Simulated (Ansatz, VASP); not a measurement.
# Pb: VASP beside Ansatz

```
Pb
1.0
     0.00000    2.31995    2.31995
     2.31995    0.00000    2.31995
     2.31995    2.31995    0.00000
Pb
1
Direct
  0.00000 0.00000 0.00000
```

Change from the starting cell: volume scaled by 0.78, LAPW.

Alike in both runs: task single point; functional PBE; k mesh 14 × 14 × 14; occupations fermi-dirac, width 0.05 eV; no spin polarisation.

|  | VASP | Ansatz |
| --- | --- | --- |
| version | VASP 6.6.1 | Ansatz 0.2.0 |
| potentials or method | VASP PAW PBE potentials, release 64 (Pb_d), cutoff 500 eV | all-electron LAPW, scalar-relativistic |

|  | VASP | Ansatz | Ansatz less VASP |
| --- | --- | --- | --- |
| pressure (GPa) | 18.0 | 18.1 | +0.09 |

Ansatz ran all-electron here, and VASP with PAW potentials.

Neither program's run includes spin-orbit coupling.
